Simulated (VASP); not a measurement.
# TiB2 in VASP: further runs

Runs on TiB2. Level: PBE. Tasks: single point.

Everything below comes from runs of VASP 6.6.1. Logs are shortened: lines on timing, memory, paths and dates and some standing lists are left out, and cuts for length are marked.

**1. The cell of the first run**

It takes space group P6/mmm (No. 191, hexagonal). Conventional cell: a = 3.032 Å, b = 3.032 Å, c = 3.224 Å, α = 90.00°, β = 90.00°, γ = 120.00°. Within 3.1 Å of Ti (site symmetry 6/mmm) lie 12 B at 2.38 Å and 6 Ti at 3.03 Å. B (site symmetry -6m2) has 3 B at 1.75 Å within 2.3 Å.

**2. Single point, PBE**

Input file INCAR:

```
PREC = Accurate
ENCUT = 520
EDIFF = 1E-6
ISMEAR = 0
SIGMA = 0.2
LREAL = F
LASPH = T
NELM = 60
ALGO = Normal
ISIF = 2
LWAVE = F
LCHARG = T
GGA = PE
LELF = T
LVHAR = T
NBANDS = 27
```

Input file KPOINTS:

```
regular mesh
0
Gamma
  8 6 4
```

Input file POSCAR:

```
TiB2
1.0
   -3.0318048489      0.0000000000      0.0000000000
    0.0000000000      0.0000000000     -3.2242294749
    0.0000000000     -5.2512400370      0.0000000000
Ti B
2 4
Direct
    1.0000000000      0.0000000000      1.0000000000
    0.5000000000      0.0000000000      0.5000000000
    0.0000000000      0.5000000000      0.6666666667
    0.5000000000      0.5000000000      0.1666666667
    0.5000000000      0.5000000000      0.8333333333
    0.0000000000      0.5000000000      0.3333333333
```

Potentials or basis: VASP PAW PBE potentials, release 64 (Ti_sv, B).

On the command line:

```sh
$ cat potpaw_PBE.64/Ti_sv/POTCAR potpaw_PBE.64/B/POTCAR > POTCAR
$ mpirun -np 1 vasp_std > vasp.out
```

OUTCAR:

```text
PREC = Accurate
   ENCUT = 520
   EDIFF = 1E-6
   ISMEAR = 0
   LREAL = F
   LASPH = T
   NELM = 60
   ISIF = 2
   GGA = PE

 ion  position               nearest neighbor table
   1  0.000  0.000  0.000-   3 2.38   6 2.38   3 2.38   6 2.38   5 2.38   4 2.38   5 2.38   4 2.38
                             4 2.38   5 2.38   4 2.38   5 2.38
   2  0.500  0.000  0.500-   4 2.38   5 2.38   4 2.38   5 2.38   3 2.38   3 2.38   6 2.38   6 2.38
                             3 2.38   6 2.38   3 2.38   6 2.38
   3  0.000  0.500  0.667-   5 1.75   5 1.75   6 1.75   1 2.38   1 2.38   2 2.38   2 2.38   2 2.38
                             2 2.38
   4  0.500  0.500  0.167-   6 1.75   6 1.75   5 1.75   2 2.38   2 2.38   1 2.38   1 2.38   1 2.38
                             1 2.38
   5  0.500  0.500  0.833-   3 1.75   3 1.75   4 1.75   2 2.38   2 2.38   1 2.38   1 2.38   1 2.38
                             1 2.38
   6  0.000  0.500  0.333-   4 1.75   4 1.75   3 1.75   1 2.38   1 2.38   2 2.38   2 2.38   2 2.38
                             2 2.38

  LATTYP: Found a simple orthorhombic cell.
 ALAT       =     3.0318048489
 B/A-ratio  =     1.0634686715
 C/A-ratio  =     1.7320508076

  Lattice vectors:

 A1 = (  -3.0318048489,   0.0000000000,   0.0000000000)
 A2 = (   0.0000000000,   0.0000000000,  -3.2242294749)
 A3 = (   0.0000000000,  -5.2512400370,   0.0000000000)

Analysis of symmetry for initial positions (statically):
=====================================================================
 Subroutine PRICEL returns following result:

  LATTYP: Found a hexagonal cell.
 ALAT       =     3.0318048489
 C/A-ratio  =     1.0634686715

  Lattice vectors:

 A1 = (  -1.5159024244,  -2.6256200185,   0.0000000000)
 A2 = (  -1.5159024244,   2.6256200185,   0.0000000000)
 A3 = (   0.0000000000,   0.0000000000,  -3.2242294749)

   2 primitive cells build up your supercell.

 Routine SETGRP: Setting up the symmetry group for a
 simple orthorhombic supercell.

 Subroutine GETGRP returns: Found  8 space group operations
 (whereof  8 operations were pure point group operations)
 out of a pool of  8 trial point group operations.

The static configuration has the point symmetry D_2h.

Analysis of symmetry for dynamics (positions and initial velocities):
=====================================================================
 Subroutine PRICEL returns following result:

  LATTYP: Found a hexagonal cell.
 ALAT       =     3.0318048489
 C/A-ratio  =     1.0634686715

  Lattice vectors:

 A1 = (  -1.5159024244,  -2.6256200185,   0.0000000000)
 A2 = (  -1.5159024244,   2.6256200185,   0.0000000000)
 A3 = (   0.0000000000,   0.0000000000,  -3.2242294749)

   2 primitive cells build up your supercell.

 Routine SETGRP: Setting up the symmetry group for a
 simple orthorhombic supercell.

 Subroutine GETGRP returns: Found  8 space group operations
 (whereof  8 operations were pure point group operations)
 out of a pool of  8 trial point group operations.

The dynamic configuration has the point symmetry D_2h.

 Subroutine INISYM returns: Found  8 space group operations
 (whereof  8 operations are pure point group operations),
 and found     2 'primitive' translations

----------------------------------------------------------------------------------------

                                     Primitive cell

  volume of cell :      25.6661

  direct lattice vectors                    reciprocal lattice vectors
    -1.515902424 -2.625620018  0.000000000    -0.329836533 -0.190431211  0.000000000
    -1.515902424  2.625620018  0.000000000    -0.329836533  0.190431211  0.000000000
     0.000000000  0.000000000 -3.224229475     0.000000000  0.000000000 -0.310151622

  length of vectors
     3.031804849  3.031804849  3.224229475     0.380862422  0.380862422  0.310151622

  position of ions in fractional coordinates (direct lattice)
     0.000000000  0.000000000  0.000000000
     0.666666667  0.333333333  0.500000000
     0.333333333  0.666666667  0.500000000

  ion indices of the primitive-cell ions
   primitive index   ion index
                 1           1
                 2           3
                 3           6

----------------------------------------------------------------------------------------

 KPOINTS: regular mesh

Automatic generation of k-mesh.
 Grid dimensions read from file:
 generate k-points for:    8    6    4

 Generating k-lattice:

  Cartesian coordinates                     Fractional coordinates (reciprocal lattice)
    -0.041229567  0.000000000  0.000000000     0.125000000  0.000000000  0.000000000
     0.000000000  0.000000000 -0.051691937     0.000000000  0.166666667  0.000000000
     0.000000000 -0.047607803  0.000000000     0.000000000  0.000000000  0.250000000

  Length of vectors
     0.041229567  0.051691937  0.047607803

  Shift w.r.t. Gamma in fractional coordinates (k-lattice)
     0.000000000  0.000000000  0.000000000

 Subroutine IBZKPT returns following result:
 ===========================================

 Found     60 irreducible k-points:

 Following reciprocal coordinates:
            Coordinates               Weight
  0.000000  0.000000  0.000000      1.000000
  0.125000  0.000000  0.000000      2.000000
  0.250000  0.000000  0.000000      2.000000
  0.375000  0.000000  0.000000      2.000000
  0.500000  0.000000  0.000000      1.000000
  0.000000  0.166667  0.000000      2.000000
[... 16 lines left out ...]
  0.250000  0.000000  0.250000      4.000000
  0.375000  0.000000  0.250000      4.000000
 [... further k-points ...]
   k-points           NKPTS =     60   k-points in BZ     NKDIM =     60   number of bands    NBANDS=     27
   number of dos      NEDOS =    301   number of ions     NIONS =      6
   total plane-waves  NPLWV =  23040
   dimension x,y,z NGX =    24 NGY =   24 NGZ =   40
   dimension x,y,z NGXF=    48 NGYF=   48 NGZF=   80
   ions per type =               2   4
   NGX,Y,Z   is equivalent  to a cutoff of  13.16, 12.37, 12.66 a.u.
   NGXF,Y,Z  is equivalent  to a cutoff of  26.32, 24.75, 25.33 a.u.
 SYSTEM =  unknown system
   PREC   = accura    normal or accurate (medium, high low for compatibility)
   ISTART =      0    job   : 0-new  1-cont  2-samecut
   ICHARG =      2    charge: 1-file 2-atom 10-const
   ISPIN  =      1    spin polarized calculation?
   LNONCOLLINEAR =      F non collinear calculations
   LSORBIT =      F    spin-orbit coupling
   LASPH  =      T    aspherical Exc in radial PAW
   ENCUT  =  520.0 eV  38.22 Ry    6.18 a.u.   5.64  5.99  9.76*2*pi/ulx,y,z
   NELM   =     60;   NELMIN=  2; NELMDL= -5     # of ELM steps
   EDIFF  = 0.1E-05   stopping-criterion for ELM
   LREAL  =      F    real-space projection
   EDIFFG = 0.1E-04   stopping-criterion for IOM
   NSW    =      0    number of steps for IOM
   IBRION =     -1    ionic relax: 0-MD 1-quasi-New 2-CG
   NFREE  =      0    steps in history (QN), initial steepest desc. (CG)
   ISIF   =      2    stress and relaxation
   ISYM   =      2    0-nonsym 1-usesym 2-fastsym
   POTIM  = 0.5000    time-step for ionic-motion
   TEBEG  =    0.0;   TEEND  =   0.0 temperature during run
   PSTRESS=    0.0 pullay stress
   NELECT =      36.0000    total number of electrons
   NUPDOWN=      -1.0000    fix difference up-down
   EMIN   =  10.00;   EMAX   =-10.00  energy-range for DOS
   EFERMI =   0.00;   METHOD = LEGACY
   ISMEAR =     0;   SIGMA  =   0.20  broadening in eV -4-tet -1-fermi 0-gaus
   EFERMI_NEDOS =   21; number of points for ismear=-14 and -15
   IALGO  =     38    algorithm
   IMIX   =      4    mixing-type and parameters
     AMIX     =   0.40;   BMIX     =  1.00
     AMIX_MAG =   1.60;   BMIX_MAG =  1.00
  volume/ion in A,a.u.               =       8.56        57.73
  Fermi-wavevector in a.u.,A,eV,Ry     =   1.454496  2.748600 28.783938  2.115560
  Thomas-Fermi vector in A             =   2.571640
   LORBIT       =      0    0 simple, 1 ext, 2 COOP (PROOUT), +10 PAW based schemes
   GGA     = PE    functional components
   LHFCALC =     F    Hartree Fock is set to
   AEXX    =    0.0000 exact exchange contribution
   IVDW    =     0    specifies the selected vdW correction
   LEPSILON=     F    determine dielectric tensor
   LRPA    =     F    only Hartree local field effects (RPA)
 non-spin polarized calculation
 Gauss-broadening in eV      SIGMA  =   0.20
  energy-cutoff  :      520.00
  volume of cell :       51.33
 maximum number of plane-waves:      1403
 NGX is ok and might be reduce to    24
   NGX = 11   NGY = 11   NGZ = 19

 number of electron      35.9999995 magnetization

 Free energy of the ion-electron system (eV)
  ---------------------------------------------------
  ext. energy  EPLUGINS =         0.00000000
  ---------------------------------------------------
  free energy    TOTEN  =       -48.85572617 eV

  energy without entropy =      -48.84236913  energy(sigma->0) =      -48.84904765

 E-fermi :   9.9534     XC(G=0): -12.7669

 val. band max:        9.9277062946   @ k =   0.1250   0.5000   0.0000
 cond. band min:      10.0253335214   @ k =   0.3750   0.1667   0.0000
 fundamental gap:      0.0976272268
 Fermi energy:         9.9534214953

 k-point     1 :       0.0000    0.0000    0.0000
  band No.  band energies     occupation
      1     -46.9661      2.00000
      2     -46.9122      2.00000
      3     -23.4054      2.00000
      4     -23.3141      2.00000
      5     -23.2455      2.00000
      6     -23.0996      2.00000
[... 19 lines left out ...]
     26      13.6551      0.00000
     27      15.7467      0.00000

 k-point     2 :       0.1250    0.0000    0.0000
  band No.  band energies     occupation
      1     -46.9602      2.00000
      2     -46.9103      2.00000
      3     -23.3860      2.00000
      4     -23.3065      2.00000
      5     -23.2432      2.00000
      6     -23.1373      2.00000
[... 19 lines left out ...]
     26      14.6211      0.00000
     27      16.5544      0.00000

 k-point     3 :       0.2500    0.0000    0.0000
  band No.  band energies     occupation
      1     -46.9448      2.00000
      2     -46.9066      2.00000
      3     -23.3323      2.00000
      4     -23.2870      2.00000
      5     -23.2385      2.00000
      6     -23.2261      2.00000
[... 19 lines left out ...]
     26      16.3152      0.00000
     27      17.1178      0.00000

 k-point     4 :       0.3750    0.0000    0.0000
  band No.  band energies     occupation
      1     -46.9265      2.00000
      2     -46.9058      2.00000
      3     -23.3090      2.00000
      4     -23.2748      2.00000
      5     -23.2637      2.00000
      6     -23.2568      2.00000
[... 19 lines left out ...]
     26      16.8010      0.00000
     27      16.8107      0.00000

 k-point     5 :       0.5000    0.0000    0.0000
  band No.  band energies     occupation
      1     -46.9122      2.00000
      2     -46.9122      2.00000
      3     -23.3321      2.00000
      4     -23.3321      2.00000
      5     -23.2456      2.00000
      6     -23.2456      2.00000
[... 19 lines left out ...]
     26      15.9692      0.00000
     27      16.6128      0.00000

 k-point     6 :       0.0000    0.1667    0.0000
  band No.  band energies     occupation
      1     -46.9624      2.00000
      2     -46.9087      2.00000
      3     -23.3974      2.00000
      4     -23.3649      2.00000
      5     -23.2900      2.00000
      6     -23.0941      2.00000
[... 444 lines left out ...]
      1     -46.9583      2.00000
      2     -46.9202      2.00000
      3     -23.3482      2.00000
      4     -23.3041      2.00000
      5     -23.2556      2.00000
      6     -23.0861      2.00000
[... 19 lines left out ...]
     26      13.5211      0.00000
     27      16.5661      0.00000

 k-point    22 :       0.1250    0.0000    0.2500
  band No.  band energies     occupation
      1     -46.9529      2.00000
      2     -46.9176      2.00000
      3     -23.3390      2.00000
      4     -23.2972      2.00000
      5     -23.2525      2.00000
      6     -23.1187      2.00000
[... 19 lines left out ...]
     26      14.5825      0.00000
     27      16.9956      0.00000

 k-point    23 :       0.2500    0.0000    0.2500
  band No.  band energies     occupation
      1     -46.9392      2.00000
      2     -46.9122      2.00000
      3     -23.3302      2.00000
      4     -23.2799      2.00000
      5     -23.2456      2.00000
      6     -23.2098      2.00000
[... 19 lines left out ...]
     26      15.9697      0.00000
     27      16.6123      0.00000

 k-point    24 :       0.3750    0.0000    0.2500
  band No.  band energies     occupation
      1     -46.9235      2.00000
      2     -46.9089      2.00000
      3     -23.3624      2.00000
      4     -23.3191      2.00000
      5     -23.2599      2.00000
      6     -23.2413      2.00000
[... 19 lines left out ...]
     26      15.5191      0.00000
     27      17.0208      0.00000

 [... further k-points ...]

------------------------ aborting loop because EDIFF is reached ----------------------------------------

  FORCE on cell =-STRESS in cart. coord.  units (eV):
  Direction    XX          YY          ZZ          XY          YZ          ZX
  --------------------------------------------------------------------------------------
  -------------------------------------------------------------------------------------
  Total       -0.0563395      0.1375127      0.1849058      0.0000000      0.0000000      0.0000000
  in kB       -1.7584690      4.2920444      5.7712793      0.0000000      0.0000000      0.0000000
  external PRESSURE =       2.7682849 kB  Pullay stress =       0.0000000 kB

 VOLUME and BASIS-vectors are now :
 -----------------------------------------------------------------------------
  energy-cutoff  :      520.00
  volume of cell :       51.33
      direct lattice vectors                 reciprocal lattice vectors
    -3.031804849  0.000000000  0.000000000    -0.329836533  0.000000000  0.000000000
     0.000000000  0.000000000 -3.224229475     0.000000000  0.000000000 -0.310151622
     0.000000000 -5.251240037  0.000000000     0.000000000 -0.190431211  0.000000000

 POSITION                                       TOTAL-FORCE (eV/Angst)
 -----------------------------------------------------------------------------------
      0.00000      0.00000      0.00000        -0.000000      0.000000     -0.000000
     -1.51590     -2.62562      0.00000         0.000000      0.000000     -0.000000
      0.00000     -3.50083     -1.61211        -0.000000     -0.005916     -0.000000
     -1.51590     -0.87521     -1.61211        -0.000000     -0.005916      0.000000
     -1.51590     -4.37603     -1.61211         0.000000      0.005916     -0.000000
      0.00000     -1.75041     -1.61211         0.000000      0.005916     -0.000000
 -----------------------------------------------------------------------------------
    total drift:                               -0.000000      0.000000     -0.000000

  FREE ENERGIE OF THE ION-ELECTRON SYSTEM (eV)
  ---------------------------------------------------
  free  energy   TOTEN  =       -48.8557261715 eV

  energy  without entropy=      -48.8423691344  energy(sigma->0) =      -48.84904765
```

Wall time 55 s (1 thread of Intel Xeon Platinum 8259CL at 2.50GHz (Skylake/Cascade Lake), shared host); peak memory 0.2 GiB.

What came out:

| Property | Result |
| --- | --- |
| Free energy | -48.8557 eV |
| Pressure | 0.3 GPa |
| Largest force | 0.006 eV/Å |
| Band gap on the k mesh | zero (band 18 reaches 10.17 eV, above the bottom of band 19 at 9.80 eV) |

Forces on the atoms (eV/Å):
```
Ti   0.000  0.000  0.000
Ti   0.000  0.000  0.000
B    0.000 -0.006  0.000
B    0.000 -0.006  0.000
B    0.000  0.006  0.000
B    0.000  0.006  0.000
```

Stress tensor (GPa, compression positive):
```
-0.18  0.00  0.00
 0.00  0.43  0.00
 0.00  0.00  0.58
```

Levels at points of the mesh, in eV from the Fermi level:
```tsv
k point	band 14	band 15	band 16	band 17	band 18	band 19	band 20	band 21	band 22	band 23
(0.00, 0.00, 0.00)	-2.57	-2.57	-2.26	-2.23	-2.07	1.37	1.93	1.93	2.77	3.25
(0.50, 0.00, 0.00)	-5.89	-2.71	-2.71	-0.34	-0.34	0.32	0.32	1.14	1.14	3.06
(0.00, 0.50, 0.00)	-3.78	-3.11	-0.52	-0.52	-0.15	-0.15	0.47	0.47	1.70	2.53
(0.50, 0.50, 0.00)	-5.25	-4.04	-4.04	-2.70	-2.70	2.45	2.45	3.19	3.19	3.77
(0.00, 0.00, 0.50)	-2.85	-2.84	-2.84	-1.79	-1.79	1.64	1.64	2.13	2.13	2.53
(0.50, 0.00, 0.50)	-3.23	-3.17	-3.17	-2.22	-2.22	1.38	1.38	2.77	2.77	3.24
(0.00, 0.50, 0.50)	-4.66	-3.47	-3.47	-1.37	-1.37	1.52	1.52	2.09	2.09	2.57
(0.50, 0.50, 0.50)	-4.60	-3.78	-3.78	-3.11	-3.11	2.53	2.53	2.95	2.95	4.51
```

[end of part 1 of 2]
